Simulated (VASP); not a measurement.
# CuI (F-43m) in VASP: a series of runs

CuI is run at these levels: RPBE+D4, LDA, PBE; tasks: single point, relaxation of cell and atoms.

Program: VASP 6.6.1. These are calculated values, not measurements. Logs are shortened: lines on timing, memory, paths and dates and some standing lists are left out, and cuts for length are marked.

### 1 The cell of the first run

Symmetry: F-43m, No. 216, cubic system. Conventional cell: a = 5.951 Å, b = 5.951 Å, c = 5.951 Å, α = 90.00°, β = 90.00°, γ = 90.00°. Within 3.4 Å of I (site symmetry -43m) lie 4 Cu at 2.58 Å. Cu (site symmetry -43m) has 4 I at 2.58 Å within 3.4 Å.

### 2 Single point, RPBE+D4

INCAR reads:

```
SYSTEM = CuI
PREC = Accurate ; ENCUT = 520
EDIFF = 1E-6 ; ISMEAR = -1
SIGMA = 0.05 ; LREAL = .FALSE.
LASPH = .TRUE. ; NELM = 100
ALGO = Normal ; ISIF = 2
LWAVE = .FALSE. ; LCHARG = .FALSE.
GGA = RP ; IVDW = 13
NBANDS = 16
```

KPOINTS reads:

```
Automatic mesh
0
G
  8 8 8
  0 0 0
```

POSCAR reads:

```
CuI
1.0
    0.0000000000      2.9757419299      2.9757419299
    2.9757419299      0.0000000000      2.9757419299
    2.9757419299      2.9757419299      0.0000000000
I Cu
1 1
Direct
    0.0000000000      0.0000000000      0.0000000000
    0.7500000000      0.7500000000      0.7500000000
```

Potentials or basis: VASP PAW PBE potentials, release 64 (I, Cu).

Command:

```
> cat potpaw_PBE.64/I/POTCAR potpaw_PBE.64/Cu/POTCAR > POTCAR
> mpirun -np 1 vasp_std > vasp.out
```

OUTCAR:

```text
SYSTEM = CuI
   PREC = Accurate
   ENCUT = 520
   EDIFF = 1E-6
   ISMEAR = -1
   LREAL = .FALSE.
   LASPH = .TRUE.
   NELM = 100
   ISIF = 2
   GGA = RP
   IVDW = 13

 ion  position               nearest neighbor table
   1  0.000  0.000  0.000-   2 2.58   2 2.58   2 2.58   2 2.58
   2  0.750  0.750  0.750-   1 2.58   1 2.58   1 2.58   1 2.58

  LATTYP: Found a face centered cubic cell.
 ALAT       =     5.9514838598

  Lattice vectors:

 A1 = (   0.0000000000,   2.9757419299,   2.9757419299)
 A2 = (   2.9757419299,   0.0000000000,   2.9757419299)
 A3 = (   2.9757419299,   2.9757419299,   0.0000000000)

Analysis of symmetry for initial positions (statically):
=====================================================================
 Subroutine PRICEL returns:
 Original cell was already a primitive cell.

 Routine SETGRP: Setting up the symmetry group for a
 face centered cubic supercell.

 Subroutine GETGRP returns: Found 24 space group operations
 (whereof 24 operations were pure point group operations)
 out of a pool of 48 trial point group operations.

The static configuration has the point symmetry T_d .

Analysis of symmetry for dynamics (positions and initial velocities):
=====================================================================
 Subroutine PRICEL returns:
 Original cell was already a primitive cell.

 Routine SETGRP: Setting up the symmetry group for a
 face centered cubic supercell.

 Subroutine GETGRP returns: Found 24 space group operations
 (whereof 24 operations were pure point group operations)
 out of a pool of 48 trial point group operations.

The dynamic configuration has the point symmetry T_d .

 Subroutine INISYM returns: Found 24 space group operations
 (whereof 24 operations are pure point group operations),
 and found     1 'primitive' translations

----------------------------------------------------------------------------------------

                                     Primitive cell

  volume of cell :      52.7006

  direct lattice vectors                    reciprocal lattice vectors
     0.000000000  2.975741930  2.975741930    -0.168025323  0.168025323  0.168025323
     2.975741930  0.000000000  2.975741930     0.168025323 -0.168025323  0.168025323
     2.975741930  2.975741930  0.000000000     0.168025323  0.168025323 -0.168025323

  length of vectors
     4.208334595  4.208334595  4.208334595     0.291028397  0.291028397  0.291028397

  position of ions in fractional coordinates (direct lattice)
     0.000000000  0.000000000  0.000000000
     0.750000000  0.750000000  0.750000000

  ion indices of the primitive-cell ions
   primitive index   ion index
                 1           1
                 2           2

----------------------------------------------------------------------------------------

 KPOINTS: Automatic mesh

Automatic generation of k-mesh.
 Grid dimensions read from file:
 generate k-points for:    8    8    8

 Generating k-lattice:

  Cartesian coordinates                     Fractional coordinates (reciprocal lattice)
    -0.021003165  0.021003165  0.021003165     0.125000000  0.000000000  0.000000000
     0.021003165 -0.021003165  0.021003165     0.000000000  0.125000000  0.000000000
     0.021003165  0.021003165 -0.021003165     0.000000000  0.000000000  0.125000000

  Length of vectors
     0.036378550  0.036378550  0.036378550

  Shift w.r.t. Gamma in fractional coordinates (k-lattice)
     0.000000000  0.000000000  0.000000000

 Subroutine IBZKPT returns following result:
 ===========================================

 Found     29 irreducible k-points:

 Following reciprocal coordinates:
            Coordinates               Weight
  0.000000  0.000000  0.000000      1.000000
  0.125000  0.000000  0.000000      8.000000
  0.250000  0.000000  0.000000      8.000000
  0.375000  0.000000  0.000000      8.000000
  0.500000  0.000000  0.000000      4.000000
  0.125000  0.125000  0.000000      6.000000
[... 16 lines left out ...]
  0.500000  0.250000  0.125000     48.000000
 -0.375000  0.250000  0.125000     24.000000
 [... further k-points ...]
   k-points           NKPTS =     29   k-points in BZ     NKDIM =     29   number of bands    NBANDS=     16
   number of dos      NEDOS =    301   number of ions     NIONS =      2
   total plane-waves  NPLWV =  32768
   dimension x,y,z NGX =    32 NGY =   32 NGZ =   32
   dimension x,y,z NGXF=    64 NGYF=   64 NGZF=   64
   ions per type =               1   1
   NGX,Y,Z   is equivalent  to a cutoff of  12.64, 12.64, 12.64 a.u.
   NGXF,Y,Z  is equivalent  to a cutoff of  25.28, 25.28, 25.28 a.u.
 SYSTEM =  CuI
   PREC   = accura    normal or accurate (medium, high low for compatibility)
   ISTART =      0    job   : 0-new  1-cont  2-samecut
   ICHARG =      2    charge: 1-file 2-atom 10-const
   ISPIN  =      1    spin polarized calculation?
   LNONCOLLINEAR =      F non collinear calculations
   LSORBIT =      F    spin-orbit coupling
   LASPH  =      T    aspherical Exc in radial PAW
   ENCUT  =  520.0 eV  38.22 Ry    6.18 a.u.   7.82  7.82  7.82*2*pi/ulx,y,z
   NELM   =    100;   NELMIN=  2; NELMDL= -5     # of ELM steps
   EDIFF  = 0.1E-05   stopping-criterion for ELM
   LREAL  =      F    real-space projection
   EDIFFG = 0.1E-04   stopping-criterion for IOM
   NSW    =      0    number of steps for IOM
   IBRION =     -1    ionic relax: 0-MD 1-quasi-New 2-CG
   NFREE  =      0    steps in history (QN), initial steepest desc. (CG)
   ISIF   =      2    stress and relaxation
   ISYM   =      2    0-nonsym 1-usesym 2-fastsym
   POTIM  = 0.5000    time-step for ionic-motion
   TEBEG  =    0.0;   TEEND  =   0.0 temperature during run
   PSTRESS=    0.0 pullay stress
   NELECT =      18.0000    total number of electrons
   NUPDOWN=      -1.0000    fix difference up-down
   EMIN   =  10.00;   EMAX   =-10.00  energy-range for DOS
   EFERMI =   0.00;   METHOD = LEGACY
   ISMEAR =    -1;   SIGMA  =   0.05  broadening in eV -4-tet -1-fermi 0-gaus
   EFERMI_NEDOS =   21; number of points for ismear=-14 and -15
   IALGO  =     38    algorithm
   IMIX   =      4    mixing-type and parameters
     AMIX     =   0.40;   BMIX     =  1.00
     AMIX_MAG =   1.60;   BMIX_MAG =  1.00
  volume/ion in A,a.u.               =      26.35       177.82
  Fermi-wavevector in a.u.,A,eV,Ry     =   1.144354  2.162516 17.817457  1.309546
  Thomas-Fermi vector in A             =   2.281046
   LORBIT       =      0    0 simple, 1 ext, 2 COOP (PROOUT), +10 PAW based schemes
   GGA     = RP    functional components
   LHFCALC =     F    Hartree Fock is set to
   AEXX    =    0.0000 exact exchange contribution
   IVDW    =    13    specifies the selected vdW correction
   LEPSILON=     F    determine dielectric tensor
   LRPA    =     F    only Hartree local field effects (RPA)
 non-spin polarized calculation
  energy-cutoff  :      520.00
  volume of cell :       52.70
 maximum number of plane-waves:      1433
   NGX = 15   NGY = 15   NGZ = 15

 number of electron      17.9999997 magnetization

 Free energy of the ion-electron system (eV)
  ---------------------------------------------------
  ext. energy  EPLUGINS =         0.00000000
  ---------------------------------------------------
  free energy    TOTEN  =        -4.76697806 eV

  energy without entropy =       -4.76697805  energy(sigma->0) =       -4.76697806

 E-fermi :   5.9415     XC(G=0):  -8.9960

 val. band max:        5.1890906443   @ k =   0.0000   0.0000   0.0000
 cond. band min:       6.6191702325   @ k =   0.0000   0.0000   0.0000
 fundamental gap:      1.4300795882
 Fermi energy:         5.9415365496

 k-point     1 :       0.0000    0.0000    0.0000
  band No.  band energies     occupation
      1      -9.1213      2.00000
      2       1.2851      2.00000
      3       1.2851      2.00000
      4       1.2851      2.00000
      5       3.1264      2.00000
      6       3.1264      2.00000
[... 8 lines left out ...]
     15      14.8336      0.00000
     16      14.8336      0.00000

 k-point     2 :       0.1250    0.0000    0.0000
  band No.  band energies     occupation
      1      -9.0394      2.00000
      2       0.9914      2.00000
      3       1.2926      2.00000
      4       1.2926      2.00000
      5       3.1195      2.00000
      6       3.1195      2.00000
[... 8 lines left out ...]
     15      14.1668      0.00000
     16      14.3776      0.00000

 k-point     3 :       0.2500    0.0000    0.0000
  band No.  band energies     occupation
      1      -8.8281      2.00000
      2       0.2746      2.00000
      3       1.3072      2.00000
      4       1.3072      2.00000
      5       3.1161      2.00000
      6       3.1161      2.00000
[... 8 lines left out ...]
     15      13.9716      0.00000
     16      14.2971      0.00000

 k-point     4 :       0.3750    0.0000    0.0000
  band No.  band energies     occupation
      1      -8.5940      2.00000
      2      -0.4375      2.00000
      3       1.3162      2.00000
      4       1.3162      2.00000
      5       3.1379      2.00000
      6       3.1379      2.00000
[... 8 lines left out ...]
     15      14.9351      0.00000
     16      14.9351      0.00000
[... 324 lines left out ...]
 k-point    22 :       0.3750    0.2500    0.1250
  band No.  band energies     occupation
      1      -8.6634      2.00000
      2       0.0687      2.00000
      3       1.0697      2.00000
      4       1.2962      2.00000
      5       3.0497      2.00000
      6       3.1672      2.00000
[... 8 lines left out ...]
     15      15.6334      0.00000
     16      16.7835      0.00000

 k-point    23 :       0.5000    0.2500    0.1250
  band No.  band energies     occupation
      1      -8.4680      2.00000
      2      -0.2939      2.00000
      3       0.8362      2.00000
      4       1.2852      2.00000
      5       3.0755      2.00000
      6       3.1438      2.00000
[... 8 lines left out ...]
     15      16.0651      0.00000
     16      16.8917      0.00000

 k-point    24 :      -0.3750    0.2500    0.1250
  band No.  band energies     occupation
      1      -8.3816      2.00000
      2      -0.4517      2.00000
      3       0.7345      2.00000
      4       1.2732      2.00000
      5       3.0573      2.00000
      6       3.1389      2.00000
[... 8 lines left out ...]
     15      16.1554      0.00000
     16      16.7355      0.00000

 [... further k-points ...]

------------------------ aborting loop because EDIFF is reached ----------------------------------------

  DFT-D4 for vdW energy calculation

  Edisp (eV):   -1.42316

  FORCE on cell =-STRESS in cart. coord.  units (eV):
  Direction    XX          YY          ZZ          XY          YZ          ZX
  --------------------------------------------------------------------------------------
  -------------------------------------------------------------------------------------
  Total       0.01364     0.01364     0.01364     0.00000    -0.00000     0.00000
  in kB       0.41478     0.41478     0.41478     0.00000    -0.00000     0.00000
  external pressure =        0.41 kB  Pullay stress =        0.00 kB

 VOLUME and BASIS-vectors are now :
 -----------------------------------------------------------------------------
  energy-cutoff  :      520.00
  volume of cell :       52.70
      direct lattice vectors                 reciprocal lattice vectors
     0.000000000  2.975741930  2.975741930    -0.168025323  0.168025323  0.168025323
     2.975741930  0.000000000  2.975741930     0.168025323 -0.168025323  0.168025323
     2.975741930  2.975741930  0.000000000     0.168025323  0.168025323 -0.168025323

 POSITION                                       TOTAL-FORCE (eV/Angst)
 -----------------------------------------------------------------------------------
      0.00000      0.00000      0.00000        -0.000000     -0.000000      0.000000
      4.46361      4.46361      4.46361         0.000000      0.000000     -0.000000
 -----------------------------------------------------------------------------------
    total drift:                               -0.000001     -0.000001     -0.000001

  FREE ENERGIE OF THE ION-ELECTRON SYSTEM (eV)
  ---------------------------------------------------
  free  energy   TOTEN  =        -6.1901358195 eV

  energy  without entropy=       -6.1901358115  energy(sigma->0) =       -6.19013582
```

It took 52 s on 1 thread of Intel Xeon 8259CL, shared host; peak memory 0.16 GiB.

What came out:

| Property | Result |
| --- | --- |
| Free energy | -6.1901 eV |
| Pressure | 0.0 GPa |
| Band gap on the k mesh | 1.43 eV |
| Dispersion energy per atom | -0.712 eV |

Levels at points of the mesh, in eV from the valence-band top:
```
           k point  band 6  band 7  band 8  band 9  band 10  band 11  band 12  band 13
(0.00, 0.00, 0.00)   -2.06    0.00    0.00    0.00     1.43     4.83     4.83     4.83
(0.50, 0.00, 0.00)   -2.03   -1.98   -0.79   -0.79     2.29     5.39     5.39     7.66
(0.50, 0.50, 0.00)   -1.99   -1.97   -1.68   -1.68     2.71     2.94     9.73    10.09
```

Caveat: the PAW data sets were made with another functional, which shifts forces and pressure a little; spin-orbit coupling is left out, which moves the levels of the heavy elements. RPBE gaps usually lie below the measured ones, often by a third to a half.

[end of part 1 of 2]
